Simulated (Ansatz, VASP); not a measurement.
**One calculation of MgH2, two programs**

```
Mg H
1.0
     4.51633    0.00000    0.00000
     0.00000    4.51633    0.00000
     0.00000    0.00000    3.01297
Mg H
2 4
Direct
  0.50000 0.50000 0.50000
  0.00000 0.00000 0.00000
  0.69565 0.69565 0.00000
  0.80435 0.19565 0.50000
  0.30435 0.30435 0.00000
  0.19565 0.80435 0.50000
```

Alike in both runs: functional PBE; k mesh 6 × 6 × 8; occupations gaussian, width 0.02 eV; no spin polarisation.

Ansatz relaxed the structure, and its values are those at the end. VASP's run is a single point on that final structure, the one shown.

|  | VASP | Ansatz |
| --- | --- | --- |
| version | VASP 6.6.1 | Ansatz 0.2.0 |
| potentials or method | VASP PAW PBE potentials, release 64 (Mg, H), cutoff 520 eV | scalar-relativistic, plane waves, PAW |
| valence electrons in the cell | 8 | 24 |

Ansatz gave:

| Item | Value |
| --- | --- |
| gap on the k mesh at the Fermi level (eV) | 3.81 |
| least direct gap on the mesh (eV) | 4.56 |
| pressure (GPa) | 0.0 |

Q: Estimate VASP's values.

A: gap on the k mesh at the Fermi level (eV): 3.80; least direct gap on the mesh (eV): 4.55; pressure (GPa): -0.3.

With one functional, cell and mesh, what is left measures potentials, basis and numerics. VASP's potentials hold 8 valence electrons a cell and Ansatz's 24, so a difference there can come from the potentials and not from the codes.
